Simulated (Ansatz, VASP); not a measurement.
**InAs in VASP and in Ansatz**

Contents of INCAR:

```
SYSTEM = InAs
PREC = Accurate
ENCUT = 520
EDIFF = 1E-7
ISMEAR = -1
SIGMA = 0.06
LREAL = .FALSE.
LASPH = .TRUE.
NELM = 100
ALGO = Normal
ISIF = 2
LWAVE = .FALSE.
LCHARG = .TRUE.
GGA = PE
LELF = .TRUE.
LVHAR = .TRUE.
NBANDS = 16
```

File KPOINTS:

```
Automatic mesh
0
G
  3 3 3
  0 0 0
```

POSCAR

```
InAs
1.0
    0.0000000000      3.0180000000      3.0180000000
    3.0180000000      0.0000000000      3.0180000000
    3.0180000000      3.0180000000      0.0000000000
In As
1 1
Direct
    0.0000000000      0.0000000000      0.0000000000
    0.7500000000      0.7500000000      0.7500000000
```

File input.yaml:

```yaml
crystal:
  lattice:
    - [0.0, 3.018, 3.018]
    - [3.018, 0.0, 3.018]
    - [3.018, 3.018, 0.0]
  atoms:
    - { symbol: In, position: [0.0, 0.0, 0.0] }
    - { symbol: As, position: [0.75, 0.75, 0.75] }
kpoints:
  mp_grid: { grid: [3, 3, 3] }
scf:
  occupations: { method: fermi_dirac, width: 0.06 }
hamiltonian:
  xc: pbe
  pseudopotentials: { kind: all_electron, lapw: { basis_error: 0.004 } }
output:
  forces: true
  stress: true
  eigenvalues: true
```

Alike in both runs: task single point; functional PBE; k mesh 3 × 3 × 3; occupations fermi-dirac, width 0.06 eV; no spin polarisation.

```csv
,VASP,Ansatz
version,VASP 6.6.1,Ansatz 0.2.0
potentials or method,"VASP PAW PBE potentials, release 64 (In_d, As), cutoff 520 eV","all-electron LAPW, scalar-relativistic"
```

```csv
,VASP,Ansatz,Ansatz less VASP
gap on the k mesh at the Fermi level (eV),none,none,-
pressure (GPa),6.2,6.1,-0.06
```

A gap of «none» marks a metal or a gap that the smearing closes. Ansatz ran all-electron here, and VASP with PAW potentials.

The k mesh is coarse, so the values compare programs but aren't converged. Noted on Ansatz's run: the k mesh is thin for a metal, which can move the energy by tens of meV per atom.
